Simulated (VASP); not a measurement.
# KTaO3 (P4/mmm) in VASP: settings compared

KTaO3 is run at these levels: r2SCAN, HSE06; tasks: single point.

Everything below comes from runs of VASP 6.6.1. Logs are shortened: lines on timing, memory, paths and dates and some standing lists are left out, and cuts for length are marked.

## 1. The cell of the first run

The structure is tetragonal, space group P4/mmm (No. 123). The conventional cell has a = 3.870 Å, b = 3.870 Å, c = 4.037 Å, α = 90.00°, β = 90.00°, γ = 90.00°. Within 3.6 Å of K (site symmetry 4/mmm) lie 12 O at 2.74 to 2.80 Å and 8 Ta at 3.40 Å. Ta (site symmetry 4/mmm) has 6 O at 1.94 to 2.02 Å within 2.6 Å. O (site symmetry 4/mmm) has 2 Ta at 2.02 Å and 4 K at 2.74 Å and 8 O at 2.80 Å within 2.8 Å. Within 2.6 Å of O (site symmetry mmm) lie 2 Ta at 1.94 Å.

## 2. Single point, r2SCAN, non-collinear spin, zero start, spin-orbit coupling (epitaxial xy strain -3.0%)

File POSCAR:

```
KTaO3
1.0
    3.8704271699      0.0000000000      0.0000000000
    0.0000000000      3.8704271699      0.0000000000
    0.0000000000      0.0000000000      4.0366595077
K Ta O
1 1 3
Direct
    0.0000000000      0.0000000000      0.0000000000
    0.5000000000      0.5000000000      0.5000000000
    0.5000000000      0.5000000000      0.0000000000
    0.5000000000      0.0000000000      0.5000000000
    0.0000000000      0.5000000000      0.5000000000
```

File INCAR.step1:

```
  PREC = Accurate
  ENCUT = 520
  ISMEAR = 0
  SIGMA = 0.01
  LREAL = F
  LASPH = T
  NELM = 150
  LNONCOLLINEAR = T
  MAGMOM = 0 0 0 0 0 0 0 0 0 0 0 0 0 0 0
  LSORBIT = T
  GGA_COMPAT = F
  LMAXMIX = 4
  NBANDS = 53
  GGA = PE
  ALGO = Normal
  EDIFF = 1E-4
  LWAVE = T
  LCHARG = F
```

File INCAR.step2:

```
  PREC = Accurate
  ENCUT = 520
  EDIFF = 1E-6
  ISMEAR = 0
  SIGMA = 0.01
  LREAL = F
  LASPH = T
  NELM = 150
  ALGO = Normal
  ISIF = 2
  LWAVE = F
  LCHARG = T
  LNONCOLLINEAR = T
  MAGMOM = 0 0 0 0 0 0 0 0 0 0 0 0 0 0 0
  LORBIT = 11
  LSORBIT = T
  GGA_COMPAT = F
  LORBMOM = T
  LMAXMIX = 4
  METAGGA = R2SCAN
  LMIXTAU = T
  LVHAR = T
  NBANDS = 53
  ISTART = 1
```

File KPOINTS:

```
regular mesh
0
Gamma
  6 6 6
```

Potentials or basis: VASP PAW PBE potentials, release 64 (K_sv, Ta_pv, O).

On the command line:

```
$ cat potpaw_PBE.64/K_sv/POTCAR potpaw_PBE.64/Ta_pv/POTCAR potpaw_PBE.64/O/POTCAR > POTCAR
$ cp INCAR.step1 INCAR
$ mpirun -np 1 vasp_ncl > vasp.out
$ cp INCAR.step2 INCAR
$ mpirun -np 1 vasp_ncl > vasp.out
```

OUTCAR:

```text
PREC = Accurate
   ENCUT = 520
   EDIFF = 1E-6
   ISMEAR = 0
   LREAL = F
   LASPH = T
   NELM = 150
   ISIF = 2
   LNONCOLLINEAR = T
   LORBIT = 11
   LSORBIT = T
   METAGGA = R2SCAN
   ISTART = 1

 ion  position               nearest neighbor table
   1  0.000  0.000  0.000-   3 2.74   3 2.74   3 2.74   3 2.74   5 2.80   4 2.80   5 2.80   5 2.80
                             5 2.80   4 2.80   4 2.80   4 2.80   2 3.40   2 3.40   2 3.40   2 3.40
   2  0.500  0.500  0.500-   4 1.94   5 1.94   4 1.94   5 1.94   3 2.02   3 2.02   1 3.40   1 3.40
                             1 3.40   1 3.40   1 3.40   1 3.40   1 3.40   1 3.40
   3  0.500  0.500  0.000-   2 2.02   2 2.02   1 2.74   1 2.74   1 2.74   1 2.74
   4  0.500  0.000  0.500-   2 1.94   2 1.94   1 2.80   1 2.80   1 2.80   1 2.80
   5  0.000  0.500  0.500-   2 1.94   2 1.94   1 2.80   1 2.80   1 2.80   1 2.80

  LATTYP: Found a simple tetragonal cell.
 ALAT       =     3.8704271699
 C/A-ratio  =     1.0429493517

  Lattice vectors:

 A1 = (   3.8704271699,   0.0000000000,   0.0000000000)
 A2 = (   0.0000000000,   3.8704271699,   0.0000000000)
 A3 = (   0.0000000000,   0.0000000000,   4.0366595077)

Analysis of symmetry for initial positions (statically):
=====================================================================
 Subroutine PRICEL returns:
 Original cell was already a primitive cell.

 Routine SETGRP: Setting up the symmetry group for a
 simple tetragonal supercell.

 Subroutine GETGRP returns: Found 16 space group operations
 (whereof 16 operations were pure point group operations)
 out of a pool of 16 trial point group operations.

The static configuration has the point symmetry D_4h.

Analysis of symmetry for dynamics (positions and initial velocities):
=====================================================================
 Subroutine PRICEL returns:
 Original cell was already a primitive cell.

 Routine SETGRP: Setting up the symmetry group for a
 simple tetragonal supercell.

 Subroutine GETGRP returns: Found 16 space group operations
 (whereof 16 operations were pure point group operations)
 out of a pool of 16 trial point group operations.

The dynamic configuration has the point symmetry D_4h.

Analysis of structural, dynamic, and magnetic symmetry:
=====================================================================
 Subroutine PRICEL returns:
 Original cell was already a primitive cell.

 Routine SETGRP: Setting up the symmetry group for a
 simple tetragonal supercell.

 Subroutine GETGRP returns: Found 16 space group operations
 (whereof 16 operations were pure point group operations)
 out of a pool of 16 trial point group operations.

The overall configuration has the point symmetry D_4h.

 Subroutine INISYM returns: Found 16 space group operations
 (whereof 16 operations are pure point group operations),
 and found     1 'primitive' translations

----------------------------------------------------------------------------------------

                                     Primitive cell

  volume of cell :      60.4700

  direct lattice vectors                    reciprocal lattice vectors
     3.870427170  0.000000000  0.000000000     0.258369414  0.000000000  0.000000000
     0.000000000  3.870427170  0.000000000     0.000000000  0.258369414  0.000000000
     0.000000000  0.000000000  4.036659508     0.000000000  0.000000000  0.247729589

  length of vectors
     3.870427170  3.870427170  4.036659508     0.258369414  0.258369414  0.247729589

  position of ions in fractional coordinates (direct lattice)
     0.000000000  0.000000000  0.000000000
     0.500000000  0.500000000  0.500000000
     0.500000000  0.500000000  0.000000000
     0.500000000  0.000000000  0.500000000
     0.000000000  0.500000000  0.500000000

  ion indices of the primitive-cell ions
   primitive index   ion index
                 1           1
                 2           2
                 3           3
                 4           4
                 5           5

----------------------------------------------------------------------------------------

 KPOINTS: regular mesh

Automatic generation of k-mesh.
 Grid dimensions read from file:
 generate k-points for:    6    6    6

 Generating k-lattice:

  Cartesian coordinates                     Fractional coordinates (reciprocal lattice)
     0.043061569  0.000000000  0.000000000     0.166666667  0.000000000  0.000000000
     0.000000000  0.043061569  0.000000000     0.000000000  0.166666667  0.000000000
     0.000000000  0.000000000  0.041288265     0.000000000  0.000000000  0.166666667

  Length of vectors
[... 80 lines left out ...]
   METAGGA = R2SCAN    functional components
   LHFCALC =     F    Hartree Fock is set to
   AEXX    =    0.0000 exact exchange contribution
   IVDW    =     0    specifies the selected vdW correction
   LEPSILON=     F    determine dielectric tensor
   LRPA    =     F    only Hartree local field effects (RPA)
 Gauss-broadening in eV      SIGMA  =   0.01
  energy-cutoff  :      520.00
  volume of cell :       60.47
 maximum number of plane-waves:      3304
 NGX is ok and might be reduce to    30
   NGX = 15   NGY = 15   NGZ = 15

 number of electron      38.0000012 magnetization      -0.0000000      0.0000000     -0.0000000

 number of electron      38.0000012 magnetization      -0.0000000      0.0000000      0.0000000

 Free energy of the ion-electron system (eV)
  ---------------------------------------------------
  ext. energy  EPLUGINS =         0.00000000
  ---------------------------------------------------
  free energy    TOTEN  =       -87.50357474 eV

  energy without entropy =      -87.50357474  energy(sigma->0) =      -87.50357474

 E-fermi :   1.8313     XC(G=0): -11.8308

 val. band max:        1.7873613941   @ k =   0.5000   0.5000   0.5000
 cond. band min:       4.2780973460   @ k =   0.0000   0.0000   0.0000
 fundamental gap:      2.4907359520
 Fermi energy:         1.8313326106

 k-point     1 :       0.0000    0.0000    0.0000
  band No.  band energies     occupation
      1     -38.6024      1.00000
      2     -38.6024      1.00000
      3     -30.8870      1.00000
      4     -30.8870      1.00000
      5     -30.8160      1.00000
      6     -30.8160      1.00000
[... 1261 lines left out ...]
     49      12.7457      0.00000
     50      12.7457      0.00000

 [... further k-points ...]

 [bands above 50 left out]

------------------------ aborting loop because EDIFF is reached ----------------------------------------

  FORCE on cell =-STRESS in cart. coord.  units (eV):
  Direction    XX          YY          ZZ          XY          YZ          ZX
  --------------------------------------------------------------------------------------
  -------------------------------------------------------------------------------------
  Total        7.5377512      7.5377512      0.4484370      0.0000000      0.0000000      0.0000000
  in kB      199.7158169    199.7158169     11.8815215      0.0000000      0.0000000      0.0000000
  external PRESSURE =     137.1043851 kB  Pullay stress =       0.0000000 kB

 VOLUME and BASIS-vectors are now :
 -----------------------------------------------------------------------------
  energy-cutoff  :      520.00
  volume of cell :       60.47
      direct lattice vectors                 reciprocal lattice vectors
     3.870427170  0.000000000  0.000000000     0.258369414  0.000000000  0.000000000
     0.000000000  3.870427170  0.000000000     0.000000000  0.258369414  0.000000000
     0.000000000  0.000000000  4.036659508     0.000000000  0.000000000  0.247729589

 POSITION                                       TOTAL-FORCE (eV/Angst)
 -----------------------------------------------------------------------------------
      0.00000      0.00000      0.00000         0.000000      0.000000      0.000000
      1.93521      1.93521      2.01833         0.000000      0.000000      0.000000
      1.93521      1.93521      0.00000         0.000000      0.000000      0.000000
      1.93521      0.00000      2.01833         0.000000      0.000000      0.000000
      0.00000      1.93521      2.01833         0.000000      0.000000      0.000000
 -----------------------------------------------------------------------------------
    total drift:                                0.000000      0.000000      0.000000

  FREE ENERGIE OF THE ION-ELECTRON SYSTEM (eV)
  ---------------------------------------------------
  free  energy   TOTEN  =       -87.5035747443 eV

  energy  without entropy=      -87.5035747443  energy(sigma->0) =      -87.50357474

 orbital moment (x)

 # of ion     p       d       tot
 ----------------------------------------
  1         0.000   0.000   0.000
  2         0.000  -0.000  -0.000
  3         0.000   0.000   0.000
  4         0.000   0.000   0.000
  5         0.000   0.000   0.000
 ----------------------------------------
            0.000  -0.000  -0.000

 orbital moment (y)

 # of ion     p       d       tot
 ----------------------------------------
  1         0.000   0.000   0.000
  2         0.000   0.000   0.000
  3         0.000   0.000   0.000
  4         0.000   0.000   0.000
  5        -0.000   0.000  -0.000
 ----------------------------------------
           -0.000   0.000   0.000

 orbital moment (z)

 # of ion     p       d       tot
 ----------------------------------------
  1         0.000   0.000   0.000
  2         0.000   0.000   0.000
  3         0.000   0.000   0.000
  4        -0.000   0.000  -0.000
  5        -0.000   0.000  -0.000
 ----------------------------------------
           -0.000   0.000  -0.000

 Spin-Orbit-Coupling matrix elements

 Ion:    1  E_soc:     -0.0071622
 l=   1
     0.0000000    -0.0011929    -0.0011945
    -0.0011929     0.0000000    -0.0011929
    -0.0011945    -0.0011929     0.0000000
 l=   2
     0.0000000    -0.0000000     0.0000000    -0.0000000    -0.0000003
    -0.0000000     0.0000000    -0.0000002    -0.0000000    -0.0000001
     0.0000000    -0.0000002     0.0000000    -0.0000002     0.0000000
    -0.0000000    -0.0000000    -0.0000002     0.0000000    -0.0000001
    -0.0000003    -0.0000001     0.0000000    -0.0000001     0.0000000
 l=   3
     0.0000000     0.0000000     0.0000000     0.0000000     0.0000000     0.0000000     0.0000000
     0.0000000     0.0000000     0.0000000     0.0000000     0.0000000     0.0000000     0.0000000
     0.0000000     0.0000000     0.0000000     0.0000000     0.0000000     0.0000000     0.0000000
     0.0000000     0.0000000     0.0000000     0.0000000     0.0000000     0.0000000     0.0000000
[... 69 lines left out ...]
 l=   2
     0.0000000     0.0000000     0.0000000     0.0000000     0.0000000
     0.0000000     0.0000000     0.0000000     0.0000000     0.0000000
     0.0000000     0.0000000     0.0000000     0.0000000     0.0000000
     0.0000000     0.0000000     0.0000000     0.0000000     0.0000000
     0.0000000     0.0000000     0.0000000     0.0000000     0.0000000
 l=   3
     0.0000000     0.0000000     0.0000000     0.0000000     0.0000000     0.0000000     0.0000000
     0.0000000     0.0000000     0.0000000     0.0000000     0.0000000     0.0000000     0.0000000
     0.0000000     0.0000000     0.0000000     0.0000000     0.0000000     0.0000000     0.0000000
     0.0000000     0.0000000     0.0000000     0.0000000     0.0000000     0.0000000     0.0000000
     0.0000000     0.0000000     0.0000000     0.0000000     0.0000000     0.0000000     0.0000000
     0.0000000     0.0000000     0.0000000     0.0000000     0.0000000     0.0000000     0.0000000
     0.0000000     0.0000000     0.0000000     0.0000000     0.0000000     0.0000000     0.0000000

 total charge

# of ion       s       p       d       tot
------------------------------------------
    1        1.965   5.710   0.051   7.726
    2        0.381   6.402   2.101   8.884
    3        1.564   3.547   0.000   5.111
    4        1.575   3.592   0.000   5.167
    5        1.575   3.592   0.000   5.167
--------------------------------------------------
tot          7.059  22.843   2.152  32.055

 magnetization (x)

# of ion       s       p       d       tot
------------------------------------------
    1       -0.000   0.000   0.000  -0.000
    2       -0.000  -0.000   0.000  -0.000
    3       -0.000  -0.000   0.000  -0.000
    4        0.000  -0.000   0.000  -0.000
    5       -0.000   0.000   0.000   0.000
--------------------------------------------------
tot         -0.000  -0.000   0.000  -0.000

 magnetization (y)

# of ion       s       p       d       tot
------------------------------------------
    1        0.000   0.000  -0.000  -0.000
    2        0.000   0.000   0.000   0.000
    3        0.000   0.000   0.000   0.000
    4       -0.000   0.000   0.000  -0.000
    5        0.000   0.000   0.000   0.000
--------------------------------------------------
tot         -0.000   0.000  -0.000  -0.000

 magnetization (z)

# of ion       s       p       d       tot
------------------------------------------
    1        0.000   0.000   0.000   0.000
    2        0.000   0.000   0.000   0.000
    3       -0.000   0.000   0.000  -0.000
    4       -0.000  -0.000   0.000  -0.000
    5        0.000   0.000   0.000   0.000
--------------------------------------------------
tot         -0.000  -0.000   0.000   0.000
```

Wall time 13 min (1 thread of Intel Xeon 6975P-C (Granite Rapids), shared host); peak memory 0.44 GiB.

Results:

```yaml
Free_energy: -87.5036 eV
Pressure: 13.7 GPa
Net_moment: 0.00 μB per cell
Valence_electrons_inside_the_program's_atomic_spheres: K 7.73; Ta 8.88; O 5.11, 5.17 (each value once)
```

Stress tensor (GPa, compression positive):
```
19.97  0.00  0.00
 0.00 19.97  0.00
 0.00  0.00  1.19
```

Moments on the atoms (μB; x, y, z):
```
K   0.00 0.00 0.00
Ta  0.00 0.00 0.00
O   0.00 0.00 0.00
O   0.00 0.00 0.00
O   0.00 0.00 0.00
```

Caveat: the cell differs from its parent crystal (epitaxial xy strain -3.0%); the stress differs along the axes, from 1 to 20 GPa; the PAW data sets were made with another functional, which shifts forces and pressure a little.

(Continued in part 2 of 2.)
